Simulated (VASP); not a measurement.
# BP (F-43m) in VASP: a series of runs

BP is run at these levels: PBEsol; tasks: single point, relaxation of cell and atoms.

Everything below comes from runs of VASP 6.6.1. Logs are shortened: lines on timing, memory, paths and dates and some standing lists are left out, and cuts for length are marked.

### 1 The cell of the first run

It takes space group F-43m (No. 216, cubic). The conventional cell has a = 4.520 Å, b = 4.520 Å, c = 4.520 Å, α = 90.00°, β = 90.00°, γ = 90.00°. Within 2.6 Å of B (site symmetry -43m) lie 4 P at 1.96 Å. Within 2.6 Å of P (site symmetry -43m) lie 4 B at 1.96 Å.

### 2 Single point, PBEsol

File INCAR:

```
SYSTEM = BP
PREC = Accurate ; ENCUT = 520
EDIFF = 1E-7 ; ISMEAR = 0
SIGMA = 0.02 ; LREAL = .FALSE.
LASPH = .TRUE. ; NELM = 100
ALGO = Normal ; ISIF = 2
LWAVE = .FALSE. ; LCHARG = .TRUE.
GGA = PS ; LELF = .TRUE.
LVHAR = .TRUE. ; NBANDS = 11
```

File KPOINTS:

```
regular mesh
0
G
  10 10 10
  0 0 0
```

File POSCAR:

```
BP
1.0
    0.0000000000      2.2600863312      2.2600863312
    2.2600863312      0.0000000000      2.2600863312
    2.2600863312      2.2600863312      0.0000000000
B P
1 1
Direct
    0.0000000000      0.0000000000      0.0000000000
    0.2500000000      0.2500000000      0.2500000000
```

Potentials or basis: VASP PAW PBE potentials, release 64 (B, P).

Started as:

```bash
$ cat potpaw_PBE.64/B/POTCAR potpaw_PBE.64/P/POTCAR > POTCAR
$ mpirun -np 1 vasp_std > vasp.out
```

OUTCAR:

```text
SYSTEM = BP
   PREC = Accurate
   ENCUT = 520
   EDIFF = 1E-7
   ISMEAR = 0
   LREAL = .FALSE.
   LASPH = .TRUE.
   NELM = 100
   ISIF = 2
   GGA = PS

 ion  position               nearest neighbor table
   1  0.000  0.000  0.000-   2 1.96   2 1.96   2 1.96   2 1.96
   2  0.250  0.250  0.250-   1 1.96   1 1.96   1 1.96   1 1.96

  LATTYP: Found a face centered cubic cell.
 ALAT       =     4.5201726624

  Lattice vectors:

 A1 = (   0.0000000000,   2.2600863312,   2.2600863312)
 A2 = (   2.2600863312,   0.0000000000,   2.2600863312)
 A3 = (   2.2600863312,   2.2600863312,   0.0000000000)

Analysis of symmetry for initial positions (statically):
=====================================================================
 Subroutine PRICEL returns:
 Original cell was already a primitive cell.

 Routine SETGRP: Setting up the symmetry group for a
 face centered cubic supercell.

 Subroutine GETGRP returns: Found 24 space group operations
 (whereof 24 operations were pure point group operations)
 out of a pool of 48 trial point group operations.

The static configuration has the point symmetry T_d .

Analysis of symmetry for dynamics (positions and initial velocities):
=====================================================================
 Subroutine PRICEL returns:
 Original cell was already a primitive cell.

 Routine SETGRP: Setting up the symmetry group for a
 face centered cubic supercell.

 Subroutine GETGRP returns: Found 24 space group operations
 (whereof 24 operations were pure point group operations)
 out of a pool of 48 trial point group operations.

The dynamic configuration has the point symmetry T_d .

 Subroutine INISYM returns: Found 24 space group operations
 (whereof 24 operations are pure point group operations),
 and found     1 'primitive' translations

----------------------------------------------------------------------------------------

                                     Primitive cell

  volume of cell :      23.0890

  direct lattice vectors                    reciprocal lattice vectors
     0.000000000  2.260086331  2.260086331    -0.221230487  0.221230487  0.221230487
     2.260086331  0.000000000  2.260086331     0.221230487 -0.221230487  0.221230487
     2.260086331  2.260086331  0.000000000     0.221230487  0.221230487 -0.221230487

  length of vectors
     3.196244742  3.196244742  3.196244742     0.383182444  0.383182444  0.383182444

  position of ions in fractional coordinates (direct lattice)
     0.000000000  0.000000000  0.000000000
     0.250000000  0.250000000  0.250000000

  ion indices of the primitive-cell ions
[... 79 lines left out ...]
   IBRION =     -1    ionic relax: 0-MD 1-quasi-New 2-CG
   NFREE  =      0    steps in history (QN), initial steepest desc. (CG)
   ISIF   =      2    stress and relaxation
   ISYM   =      2    0-nonsym 1-usesym 2-fastsym
   POTIM  = 0.5000    time-step for ionic-motion
   TEBEG  =    0.0;   TEEND  =   0.0 temperature during run
   PSTRESS=    0.0 pullay stress
   NELECT =       8.0000    total number of electrons
   NUPDOWN=      -1.0000    fix difference up-down
   EMIN   =  10.00;   EMAX   =-10.00  energy-range for DOS
   EFERMI =   0.00;   METHOD = LEGACY
   ISMEAR =     0;   SIGMA  =   0.02  broadening in eV -4-tet -1-fermi 0-gaus
   EFERMI_NEDOS =   21; number of points for ismear=-14 and -15
   IALGO  =     38    algorithm
   IMIX   =      4    mixing-type and parameters
     AMIX     =   0.40;   BMIX     =  1.00
     AMIX_MAG =   1.60;   BMIX_MAG =  1.00
  volume/ion in A,a.u.               =      11.54        77.91
  Fermi-wavevector in a.u.,A,eV,Ry     =   1.149837  2.172878 17.988620  1.322126
  Thomas-Fermi vector in A             =   2.286505
   LORBIT       =      0    0 simple, 1 ext, 2 COOP (PROOUT), +10 PAW based schemes
   GGA     = PS    functional components
   LHFCALC =     F    Hartree Fock is set to
   AEXX    =    0.0000 exact exchange contribution
   IVDW    =     0    specifies the selected vdW correction
   LEPSILON=     F    determine dielectric tensor
   LRPA    =     F    only Hartree local field effects (RPA)
 non-spin polarized calculation
 Gauss-broadening in eV      SIGMA  =   0.02
  energy-cutoff  :      520.00
  volume of cell :       23.09
 maximum number of plane-waves:       636
   NGX = 11   NGY = 11   NGZ = 11

 number of electron       8.0000001 magnetization

 Free energy of the ion-electron system (eV)
  ---------------------------------------------------
  ext. energy  EPLUGINS =         0.00000000
  ---------------------------------------------------
  free energy    TOTEN  =       -13.67361927 eV

  energy without entropy =      -13.67361927  energy(sigma->0) =      -13.67361927

 E-fermi :   7.7382     XC(G=0): -11.0956

 val. band max:        7.5456066097   @ k =   0.0000   0.0000   0.0000
 cond. band min:       8.6612969818   @ k =   0.4000   0.4000   0.0000
 fundamental gap:      1.1156903721
 Fermi energy:         7.7381912432

 k-point     1 :       0.0000    0.0000    0.0000
  band No.  band energies     occupation
      1      -8.0583      2.00000
      2       7.5456      2.00000
      3       7.5456      2.00000
      4       7.5456      2.00000
      5      10.9201      0.00000
      6      10.9201      0.00000
      7      10.9201      0.00000
      8      15.0677      0.00000
      9      18.8695      0.00000
     10      19.7020      0.00000
     11      19.7020      0.00000
[... 309 lines left out ...]
 k-point    24 :       0.4000    0.3000    0.0000
  band No.  band energies     occupation
      1      -5.0763      2.00000
      2       1.3553      2.00000
      3       3.4121      2.00000
      4       3.9647      2.00000
      5       9.2485      0.00000
      6      11.0390      0.00000
      7      17.0768      0.00000
      8      17.0811      0.00000
      9      21.6161      0.00000
     10      22.8751      0.00000
     11      24.6336      0.00000

 [... further k-points ...]
[... 5 lines left out ...]
  --------------------------------------------------------------------------------------
  -------------------------------------------------------------------------------------
  Total        0.0145332      0.0145332      0.0145332      0.0000000      0.0000000      0.0000000
  in kB        1.0084759      1.0084759      1.0084759      0.0000000      0.0000000      0.0000000
  external PRESSURE =       1.0084759 kB  Pullay stress =       0.0000000 kB

 VOLUME and BASIS-vectors are now :
 -----------------------------------------------------------------------------
  energy-cutoff  :      520.00
  volume of cell :       23.09
      direct lattice vectors                 reciprocal lattice vectors
     0.000000000  2.260086331  2.260086331    -0.221230487  0.221230487  0.221230487
     2.260086331  0.000000000  2.260086331     0.221230487 -0.221230487  0.221230487
     2.260086331  2.260086331  0.000000000     0.221230487  0.221230487 -0.221230487

 POSITION                                       TOTAL-FORCE (eV/Angst)
 -----------------------------------------------------------------------------------
      0.00000      0.00000      0.00000        -0.000000     -0.000000     -0.000000
      1.13004      1.13004      1.13004         0.000000      0.000000      0.000000
 -----------------------------------------------------------------------------------
    total drift:                                0.000000      0.000000      0.000000

  FREE ENERGIE OF THE ION-ELECTRON SYSTEM (eV)
  ---------------------------------------------------
  free  energy   TOTEN  =       -13.6736192691 eV

  energy  without entropy=      -13.6736192691  energy(sigma->0) =      -13.67361927
```

stdout:

```text
POSCAR found type information on POSCAR B P
 POSCAR found :  2 types and       2 ions
 scaLAPACK will be used
 -----------------------------------------------------------------------------
|                                                                             |
|                                                                             |
|     You enforced a specific xc type in the INCAR file but a different       |
|     I HOPE YOU KNOW WHAT YOU ARE DOING!                                     |
|                                                                             |
 -----------------------------------------------------------------------------

 LDA part: xc-table for (Slater+PW92), standard interpolation
 POSCAR, INCAR and KPOINTS ok, starting setup
 FFT: planning ... GRIDC
 FFT: planning ... GRID_SOFT
 FFT: planning ... GRID
 WAVECAR not read
 entering main loop
```

It took 6.1 s on 1 thread of Intel Xeon Platinum 8488C (Sapphire Rapids), shared host; peak memory 0.14 GiB.

What came out:

| Property | Result |
| --- | --- |
| Free energy | -13.6736 eV |
| Pressure | 0.1 GPa |
| Band gap on the k mesh | 1.12 eV, indirect (least direct gap 3.37 eV) |

Levels at points of the mesh, in eV from the valence-band top:
```csv
k point,band 2,band 3,band 4,band 5,band 6,band 7
"(0.00, 0.00, 0.00)",0.00,0.00,0.00,3.37,3.37,3.37
"(0.50, 0.00, 0.00)",-9.18,-1.78,-1.78,3.80,4.66,4.66
"(0.50, 0.50, 0.00)",-8.66,-4.19,-4.19,1.20,1.51,12.21
```

Caveat: the PAW data sets were made with another functional, which shifts forces and pressure a little.

### 3 Relaxation of cell and atoms, PBEsol

This run uses another cell than the first one, of 11.68 Å³/atom, 1.012 times its volume.

File INCAR:

```
SYSTEM = BP
ALGO = Normal
EDIFF = 1E-7
EDIFFG = -0.005
ENCUT = 600
GGA = PS
IBRION = 2
ISIF = 3
ISMEAR = 0
LASPH = .TRUE.
LCHARG = .FALSE.
LREAL = .FALSE.
LWAVE = .FALSE.
NELM = 100
NSW = 100
PREC = Accurate
SIGMA = 0.02
```

File KPOINTS:

```
k-points
0
G
  10 10 10
  0 0 0
```

File POSCAR:

```
BP
1.0
    0.0000000000      2.2690000000      2.2690000000
    2.2690000000      0.0000000000      2.2690000000
    2.2690000000      2.2690000000      0.0000000000
B P
1 1
Direct
    0.0000000000      0.0000000000      0.0000000000
    0.2500000000      0.2500000000      0.2500000000
```

Potentials or basis: VASP PAW PBE potentials, release 64 (B, P).

Started as:

```bash
$ cat potpaw_PBE.64/B/POTCAR potpaw_PBE.64/P/POTCAR > POTCAR
$ mpirun -np 1 vasp_std > vasp.out
```

OUTCAR:

```text
SYSTEM = BP
   EDIFF = 1E-7
   EDIFFG = -0.005
   ENCUT = 600
   GGA = PS
   IBRION = 2
   ISIF = 3
   ISMEAR = 0
   LASPH = .TRUE.
   LREAL = .FALSE.
   NELM = 100
   NSW = 100
   PREC = Accurate

 ion  position               nearest neighbor table
   1  0.000  0.000  0.000-   2 1.97   2 1.97   2 1.97   2 1.97
   2  0.250  0.250  0.250-   1 1.97   1 1.97   1 1.97   1 1.97

  LATTYP: Found a face centered cubic cell.
 ALAT       =     4.5380000000

  Lattice vectors:

 A1 = (   0.0000000000,   2.2690000000,   2.2690000000)
 A2 = (   2.2690000000,   0.0000000000,   2.2690000000)
 A3 = (   2.2690000000,   2.2690000000,   0.0000000000)

Analysis of symmetry for initial positions (statically):
=====================================================================
 Subroutine PRICEL returns:
 Original cell was already a primitive cell.

 Routine SETGRP: Setting up the symmetry group for a
 face centered cubic supercell.

 Subroutine GETGRP returns: Found 24 space group operations
 (whereof 24 operations were pure point group operations)
 out of a pool of 48 trial point group operations.

[... 170 lines left out ...]
  --------------------------------------------------------------------------------------
  -------------------------------------------------------------------------------------
  Total       -0.2701151     -0.2701151     -0.2701151      0.0000000      0.0000000     -0.0000000
  in kB      -18.5236212    -18.5236212    -18.5236212      0.0000000      0.0000000     -0.0000000
  external PRESSURE =     -18.5236212 kB  Pullay stress =       0.0000000 kB
[... 59 lines left out ...]
--------------------------------------- Ionic step        3  -------------------------------------------

 number of electron       8.0000000 magnetization

 Free energy of the ion-electron system (eV)
  ---------------------------------------------------
  ext. energy  EPLUGINS =         0.00000000
  ---------------------------------------------------
  free energy    TOTEN  =       -13.67535472 eV

  energy without entropy =      -13.67535472  energy(sigma->0) =      -13.67535472

 E-fermi :   7.6771     XC(G=0): -11.0930

 val. band max:        7.5378556562   @ k =   0.0000   0.0000   0.0000
 cond. band min:       8.6543162503   @ k =   0.4000   0.4000   0.0000
 fundamental gap:      1.1164605941
 Fermi energy:         7.6770825978

 k-point     1 :       0.0000    0.0000    0.0000
  band No.  band energies     occupation
      1      -8.0601      2.00000
      2       7.5379      2.00000
      3       7.5379      2.00000
      4       7.5379      2.00000
      5      10.9114      0.00000
      6      10.9114      0.00000
      7      10.9114      0.00000
      8      15.0509      0.00000
[... 243 lines left out ...]
 k-point    24 :       0.4000    0.3000    0.0000
  band No.  band energies     occupation
      1      -5.0798      2.00000
      2       1.3491      2.00000
      3       3.4067      2.00000
      4       3.9589      2.00000
      5       9.2412      0.00000
      6      11.0313      0.00000
      7      17.0651      0.00000
      8      17.0687      0.00000

 [... further k-points ...]
[... 5 lines left out ...]
  --------------------------------------------------------------------------------------
  -------------------------------------------------------------------------------------
  Total        0.0005255      0.0005255      0.0005255      0.0000000      0.0000000     -0.0000000
  in kB        0.0364455      0.0364455      0.0364455      0.0000000      0.0000000     -0.0000000
  external PRESSURE =       0.0364455 kB  Pullay stress =       0.0000000 kB
[... 17 lines left out ...]
  FREE ENERGIE OF THE ION-ELECTRON SYSTEM (eV)
  ---------------------------------------------------
  free  energy   TOTEN  =       -13.6753547238 eV

  energy  without entropy=      -13.6753547238  energy(sigma->0) =      -13.67535472

 reached required accuracy - stopping structural energy minimisation
```

OSZICAR:

```text
N       E                     dE             d eps       ncg     rms          rms(c)
DAV:   1     0.136666787026E+02    0.13667E+02   -0.44613E+03   752   0.100E+03
DAV:   2    -0.140304146866E+02   -0.27697E+02   -0.26718E+02  1160   0.120E+02
DAV:   3    -0.143813195450E+02   -0.35090E+00   -0.35090E+00   880   0.175E+01
DAV:   4    -0.143825047175E+02   -0.11852E-02   -0.11852E-02  1208   0.990E-01
[... 22 lines left out ...]
DAV:   3    -0.136753693513E+02    0.13867E-03   -0.29641E-04   856   0.992E-02    0.239E-02
DAV:   4    -0.136753579842E+02    0.11367E-04   -0.11731E-05   976   0.255E-02    0.190E-02
DAV:   5    -0.136753550765E+02    0.29077E-05   -0.26723E-06  1024   0.115E-02    0.892E-03
DAV:   6    -0.136753547504E+02    0.32614E-06   -0.60758E-08   504   0.207E-03    0.813E-04
DAV:   7    -0.136753547238E+02    0.26598E-07   -0.69096E-09   376   0.657E-04
   3 F= -.13675355E+02 E0= -.13675355E+02  d E =-.151885E-02
```

Run time: 21 s. Hardware: 1 thread of Intel Xeon Platinum 8488C (Sapphire Rapids), shared host; peak memory 0.15 GiB.

What came out:

- Free energy: -13.6754 eV
- Relaxed volume: 11.55 Å³/atom
- Relaxed cell: a = 3.197 Å, b = 3.197 Å, c = 3.197 Å, α = 60.00°, β = 60.00°, γ = 60.00°
- Space group after relaxing (to 0.05 Å): F-43m (No. 216)
- Energy gained by relaxing: 0.8 meV/atom
- Ionic steps: 3
- Pressure after relaxing: 0.0 GPa
- Band gap on the k mesh: 1.12 eV, indirect (least direct gap 3.37 eV)

Step by step:
```tsv
step	energy change (eV)	largest force (eV/Å)	pressure (GPa)	volume (Å³)
1	0.0000	0.0000	-1.85	23.36
2	-0.0006	0.0000	1.45	22.91
3	-0.0015	0.0000	0.00	23.10
```

Final structure:
```
CELL_PARAMETERS angstrom
0.00000 2.26055 2.26055
2.26055 0.00000 2.26055
2.26055 2.26055 0.00000
ATOMIC_POSITIONS crystal
B 0.00000 0.00000 0.00000
P 0.25000 0.25000 0.25000
```

Caveat: the PAW data sets were made with another functional, which shifts forces and pressure a little. A k mesh can miss the band edges.
